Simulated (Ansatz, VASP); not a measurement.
## Two plane-wave programs on BaTiO3

The input INCAR:

```
SYSTEM = BaTiO3
ALGO = Normal
EDIFF = 1E-6
ENCUT = 520
GGA = PE
ISIF = 2
ISMEAR = 0
LASPH = .True.
LCHARG = .False.
LREAL = .False.
LWAVE = .False.
NBANDS = 28
NELM = 80
PREC = Accurate
SIGMA = 0.05
```

The input KPOINTS:

```
k-points
0
Gamma
  8 8 8
  0 0 0
```

File POSCAR:

```
BaTiO3
1.0
    4.0192318615      0.0000000000      0.0000000000
    0.0000000000      4.0192318615      0.0000000000
    0.0000000000      0.0000000000      4.3408238260
Ba Ti O
1 1 3
Direct
    0.0000000000      0.0000000000      0.0000000000
    0.5000000000      0.5000000000      0.5000000000
    0.5000000000      0.5000000000      0.0000000000
    0.5000000000      0.0000000000      0.5000000000
    0.0000000000      0.5000000000      0.5000000000
```

Input for Ansatz:

```yaml
crystal:
  lattice:
    - [4.0192318615, 0.0, 0.0]
    - [0.0, 4.0192318615, 0.0]
    - [0.0, 0.0, 4.340823826]
  atoms:
    - { symbol: Ba, position: [0.0, 0.0, 0.0] }
    - { symbol: Ti, position: [0.5, 0.5, 0.5] }
    - { symbol: O, position: [0.5, 0.5, 0.0] }
    - { symbol: O, position: [0.5, 0.0, 0.5] }
    - { symbol: O, position: [0.0, 0.5, 0.5] }
basis:
  ecutwfc: 420
kpoints:
  mp_grid: { grid: [8, 8, 8] }
hamiltonian:
  xc: pbe
scf:
  occupations: { method: gaussian, width: 0.05 }
output:
  forces: true
  stress: true
  eigenvalues: true
```

Change from the starting cell: strain +0.000 along x and y, +0.080 along z, atoms carried along.

Alike in both runs: task single point; functional PBE; k mesh 8 × 8 × 8; occupations gaussian, width 0.05 eV; no spin polarisation.

|  | VASP | Ansatz |
| --- | --- | --- |
| version | VASP 6.6.1 | Ansatz 0.2.0 |
| potentials or method | VASP PAW PBE potentials, release 64 (Ba_sv, Ti_sv, O), cutoff 520 eV | scalar-relativistic, plane waves, PAW |
| valence electrons in the cell | 40 | 40 |

Ansatz gave:

```
gap on the k mesh at the Fermi level (eV)                     : 1.49
least direct gap on the mesh (eV)                             : 1.75
pressure (GPa)                                                : -9.4
traceless stress, the component that is largest in VASP (GPa) : -5.52
```

Q: What did VASP give for the same quantities?

A: gap on the k mesh at the Fermi level (eV): 1.45; least direct gap on the mesh (eV): 1.72; pressure (GPa): -8.2; traceless stress, the component that is largest in VASP (GPa): -5.81.

Spin-orbit coupling is off throughout.
